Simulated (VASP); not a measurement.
# Zr2HS4 in VASP: a series of runs

The runs below take Zr2HS4 through single point, with PBE+D3(BJ).

All numbers are computed with VASP 6.6.1; they aren't measurements. Logs are shortened: lines on timing, memory, paths and dates and some standing lists are left out, and cuts for length are marked.

## (1) The cell of the first run

The cell holds a slab with vacuum, 14 atoms: a = 7.298 Å, b = 7.298 Å, c = 20.917 Å, α = 90.00°, β = 90.00°, γ = 120.00°.

## (2) Single point, PBE+D3(BJ)

Input file INCAR:

```
SYSTEM = Zr2HS4
ALGO     = Normal         ! electronic algorithm
DIPOL    = 0.5 0.5 0.296
EDIFF    = 1E-6           ! SCF threshold, eV
ENCUT    = 400            ! plane-wave cutoff, eV
GGA      = PE             ! functional
GGA_COMPAT= .FALSE.      
IDIPOL   = 3            
ISIF     = 2              ! what is computed and relaxed
ISMEAR   = 0              ! smearing method
IVDW     = 12             ! dispersion correction
LASPH    = .TRUE.         ! aspherical terms in the spheres
LCHARG   = .TRUE.         ! write CHGCAR
LDIPOL   = .TRUE.       
LELF     = .TRUE.         ! ELF
LREAL    = .FALSE.        ! projectors in reciprocal space
LVACPOTAV= .TRUE.       
LVHAR    = .TRUE.       
LWAVE    = .FALSE.        ! write WAVECAR
NBANDS   = 62             ! bands
NELM     = 120            ! most SCF steps
NELMDL   = -8           
PREC     = Accurate       ! precision mode
SIGMA    = 0.05           ! smearing width, eV
```

Input file KPOINTS:

```
k-points
0
G
  6 6 1
  0 0 0
```

Input file POSCAR:

```
Zr2HS4
1.0
    7.2976778227      0.0000000000      0.0000000000
   -3.6488389114      6.3199743831      0.0000000000
    0.0000000000      0.0000000000     20.9171506047
S Zr H
8 4 2
Direct
    0.3333333333      0.1666666667      0.1912306354
    0.3333333333      0.6666666667      0.1912306354
    0.8333333333      0.1666666667      0.1912306354
    0.8333333333      0.6666666667      0.1912306354
    0.1666666667      0.3333333333      0.3306927762
    0.1666666667      0.8333333333      0.3306927762
    0.6666666667      0.3333333333      0.3306927762
    0.6666666667      0.8333333333      0.3306927762
    0.0000000000      0.0000000000      0.2609617058
    0.0000000000      0.5000000000      0.2609617058
    0.5000000000      0.0000000000      0.2609617058
    0.5000000000      0.5000000000      0.2609617058
    0.3699497052      0.7398994103      0.5028003481
    0.4633836282      0.9267672564      0.5028003481
```

Potentials or basis: VASP PAW PBE potentials, release 64 (S, Zr_sv, H).

The run is started by

```sh
> cat potpaw_PBE.64/S/POTCAR potpaw_PBE.64/Zr_sv/POTCAR potpaw_PBE.64/H/POTCAR > POTCAR
> mpirun -np 1 vasp_std > vasp.out
```

OUTCAR:

```text
SYSTEM = Zr2HS4
   EDIFF = 1E-6
   ENCUT = 400
   GGA = PE
   ISIF = 2
   ISMEAR = 0
   IVDW = 12
   LASPH = .TRUE.
   LREAL = .FALSE.
   NELM = 120
   NELMDL = -8
   PREC = Accurate
 IVDW          = 12

 ion  position               nearest neighbor table
   1  0.333  0.167  0.191-   9 2.56  12 2.56  11 2.56
   2  0.333  0.667  0.191-  10 2.56  11 2.56  12 2.56
   3  0.833  0.167  0.191-  11 2.56  10 2.56   9 2.56
   4  0.833  0.667  0.191-  12 2.56   9 2.56  10 2.56
   5  0.167  0.333  0.331-  12 2.56   9 2.56  10 2.56
   6  0.167  0.833  0.331-  11 2.56  10 2.56   9 2.56
   7  0.667  0.333  0.331-  10 2.56  11 2.56  12 2.56
   8  0.667  0.833  0.331-   9 2.56  12 2.56  11 2.56
   9  0.000  0.000  0.261-   1 2.56   8 2.56   5 2.56   4 2.56   6 2.56   3 2.56  12 3.65  12 3.65
                            11 3.65  11 3.65  10 3.65  10 3.65
  10  0.000  0.500  0.261-   2 2.56   7 2.56   6 2.56   3 2.56   4 2.56   5 2.56  11 3.65  11 3.65
                            12 3.65  12 3.65   9 3.65   9 3.65
  11  0.500  0.000  0.261-   3 2.56   6 2.56   2 2.56   7 2.56   1 2.56   8 2.56  10 3.65  10 3.65
                             9 3.65   9 3.65  12 3.65  12 3.65
  12  0.500  0.500  0.261-   4 2.56   5 2.56   1 2.56   8 2.56   7 2.56   2 2.56   9 3.65   9 3.65
                            10 3.65  10 3.65  11 3.65  11 3.65
  13  0.370  0.740  0.503-
  14  0.463  0.927  0.503-

  LATTYP: Found a hexagonal cell.
 ALAT       =     7.2976778227
 C/A-ratio  =     2.8662748771

  Lattice vectors:

 A1 = (   7.2976778227,   0.0000000000,   0.0000000000)
 A2 = (  -3.6488389114,   6.3199743831,   0.0000000000)
 A3 = (   0.0000000000,   0.0000000000,  20.9171506047)

Analysis of symmetry for initial positions (statically):
=====================================================================
 Subroutine PRICEL returns:
 Original cell was already a primitive cell.

 Routine SETGRP: Setting up the symmetry group for a
 hexagonal supercell.

 Subroutine GETGRP returns: Found  2 space group operations
 (whereof  2 operations were pure point group operations)
 out of a pool of 24 trial point group operations.

The static configuration has the point symmetry C_1h.

Analysis of symmetry for dynamics (positions and initial velocities):
=====================================================================
 Subroutine PRICEL returns:
 Original cell was already a primitive cell.

 Routine SETGRP: Setting up the symmetry group for a
 hexagonal supercell.

 Subroutine GETGRP returns: Found  2 space group operations
 (whereof  2 operations were pure point group operations)
 out of a pool of 24 trial point group operations.

The dynamic configuration has the point symmetry C_1h.

 Subroutine INISYM returns: Found  2 space group operations
 (whereof  2 operations are pure point group operations),
 and found     1 'primitive' translations

----------------------------------------------------------------------------------------

                                     Primitive cell

  volume of cell :     964.7228

  direct lattice vectors                    reciprocal lattice vectors
     7.297677823  0.000000000  0.000000000     0.137029891  0.079114245  0.000000000
    -3.648838911  6.319974383  0.000000000     0.000000000  0.158228489  0.000000000
     0.000000000  0.000000000 20.917150605     0.000000000  0.000000000  0.047807659

  length of vectors
     7.297677823  7.297677823 20.917150605     0.158228489  0.158228489  0.047807659

  position of ions in fractional coordinates (direct lattice)
     0.333333333  0.166666667  0.191230635
     0.333333333  0.666666667  0.191230635
     0.833333333  0.166666667  0.191230635
     0.833333333  0.666666667  0.191230635
     0.166666667  0.333333333  0.330692776
     0.166666667  0.833333333  0.330692776
     0.666666667  0.333333333  0.330692776
     0.666666667  0.833333333  0.330692776
     0.000000000  0.000000000  0.260961706
     0.000000000  0.500000000  0.260961706
     0.500000000  0.000000000  0.260961706
     0.500000000  0.500000000  0.260961706
     0.369949705  0.739899410  0.502800348
     0.463383628  0.926767256  0.502800348

  ion indices of the primitive-cell ions
   primitive index   ion index
                 1           1
                 2           2
                 3           3
[... 35 lines left out ...]

 Found     13 irreducible k-points:

 Following reciprocal coordinates:
            Coordinates               Weight
  0.000000  0.000000  0.000000      1.000000
  0.166667  0.000000  0.000000      4.000000
  0.000000  0.166667  0.000000      2.000000
  0.333333  0.000000  0.000000      4.000000
  0.000000  0.333333  0.000000      2.000000
  0.500000  0.000000  0.000000      2.000000
  0.000000  0.500000  0.000000      1.000000
  0.166667  0.166667  0.000000      4.000000
 -0.333333  0.166667  0.000000      2.000000
  0.333333  0.166667  0.000000      4.000000
 -0.166667  0.500000  0.000000      4.000000
[... 22 lines left out ...]
   EDIFFG = 0.1E-04   stopping-criterion for IOM
   NSW    =      0    number of steps for IOM
   IBRION =     -1    ionic relax: 0-MD 1-quasi-New 2-CG
   NFREE  =      0    steps in history (QN), initial steepest desc. (CG)
   ISIF   =      2    stress and relaxation
   ISYM   =      2    0-nonsym 1-usesym 2-fastsym
   POTIM  = 0.5000    time-step for ionic-motion
   TEBEG  =    0.0;   TEEND  =   0.0 temperature during run
   PSTRESS=    0.0 pullay stress
   NELECT =      98.0000    total number of electrons
   NUPDOWN=      -1.0000    fix difference up-down
   EMIN   =  10.00;   EMAX   =-10.00  energy-range for DOS
   EFERMI =   0.00;   METHOD = LEGACY
   ISMEAR =     0;   SIGMA  =   0.05  broadening in eV -4-tet -1-fermi 0-gaus
   EFERMI_NEDOS =   21; number of points for ismear=-14 and -15
   IALGO  =     38    algorithm
   IMIX   =      4    mixing-type and parameters
     AMIX     =   0.40;   BMIX     =  1.00
     AMIX_MAG =   1.60;   BMIX_MAG =  1.00
  volume/ion in A,a.u.               =      68.91       465.02
  Fermi-wavevector in a.u.,A,eV,Ry     =   0.763864  1.443494  7.938838  0.583488
  Thomas-Fermi vector in A             =   1.863639
   LORBIT       =      0    0 simple, 1 ext, 2 COOP (PROOUT), +10 PAW based schemes
   GGA     = PE    functional components
   LHFCALC =     F    Hartree Fock is set to
   AEXX    =    0.0000 exact exchange contribution
   IVDW    =    12    specifies the selected vdW correction
   LEPSILON=     F    determine dielectric tensor
   LRPA    =     F    only Hartree local field effects (RPA)
 non-spin polarized calculation
 Gauss-broadening in eV      SIGMA  =   0.05
  energy-cutoff  :      400.00
  volume of cell :      964.72
 maximum number of plane-waves:     17598
   NGX = 23   NGY = 23   NGZ = 69

 dipolmoment           0.000000      0.000000      0.010789 electrons x Angstroem

 number of electron      98.0000015 magnetization

 dipolmoment           0.000000      0.000000     -0.001906 electrons x Angstroem

 Free energy of the ion-electron system (eV)
  ---------------------------------------------------
  ext. energy  EPLUGINS =         0.00000000
  ---------------------------------------------------
  free energy    TOTEN  =       -90.99547915 eV

  energy without entropy =      -90.99547915  energy(sigma->0) =      -90.99547915

 E-fermi :  -2.9384     XC(G=0):  -3.4210

 val. band max:       -3.2622183030   @ k =   0.0000   0.0000   0.0000
 cond. band min:      -2.1603884974   @ k =   0.0000   0.0000   0.0000
 fundamental gap:      1.1018298055
 Fermi energy:        -2.9384315169

 k-point     1 :       0.0000    0.0000    0.0000
  band No.  band energies     occupation
      1     -52.1188      2.00000
      2     -52.0994      2.00000
      3     -52.0984      2.00000
      4     -52.0975      2.00000
      5     -30.3015      2.00000
      6     -30.3007      2.00000
[... 821 lines left out ...]
     60       0.2963      0.00000
     61       0.2996      0.00000
 [bands above 61 left out]

------------------------ aborting loop because EDIFF is reached ----------------------------------------

 Edisp (eV)   -3.00514

 E8    (eV) :    -1.3487

  FORCE on cell =-STRESS in cart. coord.  units (eV):
  Direction    XX          YY          ZZ          XY          YZ          ZX
  --------------------------------------------------------------------------------------
  -------------------------------------------------------------------------------------
  Total      -0.32051    -5.84486    -0.35120     0.00000    -0.00127     0.00000
  in kB      -0.53229    -9.70693    -0.58325     0.00000    -0.00210     0.00000
  external pressure =       -3.61 kB  Pullay stress =        0.00 kB

 VOLUME and BASIS-vectors are now :
 -----------------------------------------------------------------------------
  energy-cutoff  :      400.00
  volume of cell :      964.72
      direct lattice vectors                 reciprocal lattice vectors
     7.297677823  0.000000000  0.000000000     0.137029891  0.079114245  0.000000000
    -3.648838911  6.319974383  0.000000000     0.000000000  0.158228489  0.000000000
     0.000000000  0.000000000 20.917150605     0.000000000  0.000000000  0.047807659

 POSITION                                       TOTAL-FORCE (eV/Angst)
 -----------------------------------------------------------------------------------
      1.82442      1.05333      4.00000         0.000493      0.002283     -0.010237
     -0.00000      4.21332      4.00000         0.000000     -0.001767     -0.007664
      5.47326      1.05333      4.00000        -0.000493      0.002283     -0.010237
      3.64884      4.21332      4.00000         0.000000     -0.002770     -0.009035
      0.00000      2.10666      6.91715        -0.000000      0.002768      0.021215
     -1.82442      5.26665      6.91715         0.002755     -0.000266      0.012487
      3.64884      2.10666      6.91715         0.000000     -0.001917      0.021333
      1.82442      5.26665      6.91715        -0.002755     -0.000266      0.012487
      0.00000      0.00000      5.45858         0.000000     -0.010232      0.005238
     -1.82442      3.15999      5.45858         0.000439      0.010582     -0.000402
      3.64884      0.00000      5.45858         0.000000     -0.010950      0.008706
      1.82442      3.15999      5.45858        -0.000439      0.010582     -0.000402
      0.00000      4.67615     10.51715        -0.000000      4.675258     -0.021946
     -0.00000      5.85715     10.51715         0.000000     -4.675588     -0.021542
 -----------------------------------------------------------------------------------
    total drift:                                0.000000     -0.000004      0.000565

  FREE ENERGIE OF THE ION-ELECTRON SYSTEM (eV)
  ---------------------------------------------------
  free  energy   TOTEN  =       -94.0006207081 eV

  energy  without entropy=      -94.0006207081  energy(sigma->0) =      -94.00062071

 vacuum level on the upper side and lower side of the slab         3.123         3.130
```

It took 28 min on 1 thread of Intel Xeon Platinum 8259CL at 2.50GHz (Skylake/Cascade Lake), shared host; peak memory 0.89 GiB.

What came out:

| Item | Value |
| --- | --- |
| Free energy | -94.0006 eV |
| Largest force | 4.676 eV/Å |
| Band gap on the k mesh | 1.10 eV |
| Dispersion energy per atom | -0.215 eV |

Forces on the atoms (eV/Å):
```
S    0.000  0.002 -0.010
S    0.000 -0.002 -0.008
S    0.000  0.002 -0.010
S    0.000 -0.003 -0.009
S    0.000  0.003  0.021
S    0.003  0.000  0.012
S    0.000 -0.002  0.021
S   -0.003  0.000  0.012
Zr   0.000 -0.010  0.005
Zr   0.000  0.011  0.000
Zr   0.000 -0.011  0.009
Zr   0.000  0.011  0.000
H    0.000  4.675 -0.022
H    0.000 -4.676 -0.022
```

Levels at points of the mesh, in eV from the valence-band top:
| k point | band 47 | band 48 | band 49 | band 50 | band 51 | band 52 |
| --- | --- | --- | --- | --- | --- | --- |
| (0.00, 0.00, 0.00) | -0.87 | 0.00 | 0.00 | 1.10 | 1.10 | 1.10 |
| (0.50, 0.00, 0.00) | -0.85 | -0.50 | -0.49 | 1.48 | 1.48 | 2.28 |
| (0.00, 0.50, 0.00) | -0.85 | -0.50 | -0.49 | 1.48 | 1.48 | 2.28 |

## (3) Single point, PBE+D3(BJ)

Input file INCAR:

```
  PREC = Accurate
  ENCUT = 400
  EDIFF = 1E-6
  ISMEAR = 0
  SIGMA = 0.05
  LREAL = False
  LASPH = True
  NELM = 120
  ALGO = Normal
  ISIF = 2
  LWAVE = False
  LCHARG = False
  LDIPOL = True
  IDIPOL = 3
  DIPOL = 0.5 0.5 0.291
  GGA = PE
  IVDW = 12
  NBANDS = 62
  GGA_COMPAT = False
  NELMDL = -8
```

Input file KPOINTS:

```
Automatic mesh
0
Gamma
  6 6 1
```

POSCAR: that of step 2 with these lines changed.

```diff
@@ -20,3 +20,3 @@
     0.5000000000      0.5000000000      0.2609617058
-    0.3699497052      0.7398994103      0.5028003481
-    0.4633836282      0.9267672564      0.5028003481
+    0.3869988249      0.7739976498      0.4741157528
+    0.4463345084      0.8926690169      0.4741157528
```

Potentials or basis: VASP PAW PBE potentials, release 64 (S, Zr_sv, H).

The run is started by

```sh
> cat potpaw_PBE.64/S/POTCAR potpaw_PBE.64/Zr_sv/POTCAR potpaw_PBE.64/H/POTCAR > POTCAR
> mpirun -np 1 vasp_std > vasp.out
```

Wall time 19 min (1 thread of Intel Xeon Platinum 8259CL at 2.50GHz (Skylake/Cascade Lake), shared host); peak memory 0.91 GiB.

The run converged. Its results:

```
Free energy                : -95.4726 eV
Largest force              : 0.040 eV/Å
Band gap on the k mesh     : 1.10 eV
Dispersion energy per atom : -0.215 eV
```

Forces on the atoms (eV/Å):
```
S    0.001  0.003 -0.011
S    0.000 -0.002 -0.007
S   -0.001  0.003 -0.011
S    0.000 -0.004 -0.010
S    0.000  0.003  0.021
S   -0.005  0.001 -0.004
S    0.000 -0.003  0.021
S    0.005  0.001 -0.004
Zr   0.000 -0.012  0.005
Zr   0.001  0.012 -0.001
Zr   0.000 -0.013  0.008
Zr  -0.001  0.012 -0.001
H    0.000 -0.039 -0.003
H    0.000  0.038 -0.003
```

Levels at points of the mesh, in eV from the valence-band top:
```tsv
k point	band 45	band 46	band 47	band 48	band 49	band 50	band 51	band 52	band 53	band 54
(0.00, 0.00, 0.00)	-0.92	-0.92	-0.87	0.00	0.00	1.10	1.10	1.10	1.69	1.69
(0.50, 0.00, 0.00)	-1.12	-0.85	-0.85	-0.50	-0.49	1.48	1.48	2.28	2.28	2.75
(0.00, 0.50, 0.00)	-1.12	-0.85	-0.85	-0.50	-0.48	1.48	1.48	2.28	2.28	2.75
```

## (4) Single point, PBE+D3(BJ)

Input file INCAR:

```
SYSTEM = Zr2HS4
ALGO     = Normal         ! electronic algorithm
DIPOL    = 0.5 0.5 0.274
EDIFF    = 1E-6           ! SCF threshold, eV
ENCUT    = 400            ! plane-wave cutoff, eV
GGA      = PE             ! functional
GGA_COMPAT= .False.      
IDIPOL   = 3            
ISIF     = 2              ! what is computed and relaxed
ISMEAR   = 0              ! smearing method
IVDW     = 12             ! dispersion correction
LASPH    = .True.         ! aspherical terms in the spheres
LCHARG   = .False.        ! write CHGCAR
LDIPOL   = .True.       
LREAL    = .False.        ! projectors in reciprocal space
LWAVE    = .False.        ! write WAVECAR
NBANDS   = 62             ! bands
NELM     = 120            ! most SCF steps
NELMDL   = -8           
PREC     = Accurate       ! precision mode
SIGMA    = 0.05           ! smearing width, eV
```

Input file KPOINTS:

```
k-points
0
Gamma
  6 6 1
  0 0 0
```

POSCAR: that of step 3 with these lines changed.

```diff
@@ -20,3 +20,3 @@
     0.5000000000      0.5000000000      0.2609617058
-    0.3869988249      0.7739976498      0.4741157528
-    0.4463345084      0.8926690169      0.4741157528
+    0.3909545371      0.7819090743      0.3522062227
+    0.4423787962      0.8847575924      0.3522062227
```

The run is started by

```sh
> cat potpaw_PBE.64/S/POTCAR potpaw_PBE.64/Zr_sv/POTCAR potpaw_PBE.64/H/POTCAR > POTCAR
> mpirun -np 1 vasp_std > vasp.out
```

Wall time 21 min (1 thread of Intel Xeon Platinum 8124M at 3.00GHz (Skylake/Cascade Lake), shared host); peak memory 0.89 GiB.

It converged, with:

```
Free energy                : -91.8429 eV
Largest force              : 6.058 eV/Å
Band gap on the k mesh     : 0.43 eV (least direct gap 0.75 eV)
Dispersion energy per atom : -0.224 eV
```

Forces on the atoms (eV/Å):
```
S    0.142 -0.074  0.035
S    0.000  0.034 -0.046
S   -0.142 -0.074  0.035
S    0.000 -0.059 -0.102
S    0.000  0.006  0.280
S   -3.641 -0.573 -0.719
S    0.000 -0.109  0.146
S    3.641 -0.573 -0.719
Zr   0.000 -0.091 -0.205
Zr  -0.203  0.309 -0.156
Zr   0.000  0.350 -0.747
Zr   0.203  0.309 -0.156
H    0.000 -5.281  0.698
H    0.000  5.828  1.654
```

Levels at points of the mesh, in eV from the valence-band top:
| k point | band 47 | band 48 | band 49 | band 50 | band 51 | band 52 |
| --- | --- | --- | --- | --- | --- | --- |
| (0.00, 0.00, 0.00) | -0.74 | -0.67 | -0.50 | 0.43 | 0.48 | 0.77 |
| (0.50, 0.00, 0.00) | -1.20 | -1.18 | 0.00 | 0.84 | 0.95 | 1.57 |
| (0.00, 0.50, 0.00) | -1.28 | -1.14 | -0.43 | 0.91 | 1.11 | 1.56 |

## (5) Single point, PBE+D3(BJ)

Input file INCAR:

```
SYSTEM = Zr2HS4
PREC = Accurate ; ENCUT = 400
EDIFF = 1E-6 ; ISMEAR = 0
SIGMA = 0.05 ; LREAL = .FALSE.
LASPH = .TRUE. ; NELM = 120
ALGO = Normal ; ISIF = 2
LWAVE = .FALSE. ; LCHARG = .FALSE.
LDIPOL = .TRUE. ; IDIPOL = 3
DIPOL = 0.5 0.5 0.278 ; GGA = PE
IVDW = 12 ; NBANDS = 62
GGA_COMPAT = .FALSE. ; NELMDL = -8
```

Input file KPOINTS:

```
Automatic mesh
0
G
  6 6 1
  0 0 0
```

POSCAR: that of step 4 with these lines changed.

```diff
@@ -20,3 +20,3 @@
     0.5000000000      0.5000000000      0.2609617058
-    0.3909545371      0.7819090743      0.3522062227
-    0.4423787962      0.8847575924      0.3522062227
+    0.3909545371      0.7819090743      0.3828031244
+    0.4423787962      0.8847575924      0.3828031244
```

The run is started by

```sh
> cat potpaw_PBE.64/S/POTCAR potpaw_PBE.64/Zr_sv/POTCAR potpaw_PBE.64/H/POTCAR > POTCAR
> mpirun -np 1 vasp_std > vasp.out
```

Run time: 43 min. Hardware: 1 thread of Intel Xeon 8259CL, shared host; peak memory 0.9 GiB.

Results (log left out):

```yaml
Free_energy: -93.7579 eV
Largest_force: 4.909 eV/Å
Band_gap_on_the_k_mesh: 1.09 eV
Dispersion_energy_per_atom: -0.221 eV
```

Forces in eV/Å, atoms in the order of the input:
```
S    0.059 -0.037  0.023
S    0.000  0.002  0.026
S   -0.059 -0.037  0.023
S    0.000 -0.076 -0.083
S    0.000  0.036  0.129
S   -1.416 -0.060 -0.999
S    0.000 -0.055  0.108
S    1.416 -0.060 -0.999
Zr   0.000 -0.093 -0.053
Zr  -0.051  0.222 -0.067
Zr   0.000  0.229 -0.769
Zr   0.051  0.222 -0.067
H    0.000 -4.734  1.298
H    0.000  4.439  1.430
```

Levels at points of the mesh, in eV from the valence-band top:
```csv
k point,band 45,band 46,band 47,band 48,band 49,band 50,band 51,band 52,band 53,band 54
"(0.00, 0.00, 0.00)",-0.92,-0.92,-0.16,-0.03,0.00,1.09,1.10,1.21,1.72,1.73
"(0.50, 0.00, 0.00)",-0.99,-0.85,-0.62,-0.52,-0.38,1.48,1.56,2.25,2.32,2.78
"(0.00, 0.50, 0.00)",-0.91,-0.86,-0.83,-0.49,-0.03,1.45,1.51,2.29,2.30,2.76
```

## (6) Overview

```csv
cell,gap on the mesh (eV),largest force (eV/Å)
"as given, atomic positions A",1.10,4.68
"as given, atomic positions B",1.10,0.04
"as given, atomic positions C",0.43,6.06
"as given, atomic positions D",1.09,4.91
```

Alike in all rows: task single point; level PBE+D3(BJ); potentials or basis VASP PAW PBE potentials, release 64 (S, Zr_sv, H); no spin polarisation; k mesh 6 × 6 × 1; cutoff (eV) 400; smearing gaussian 0.05 eV.

Total energies depend on the potentials used, so only differences within one code and one set of settings carry meaning.
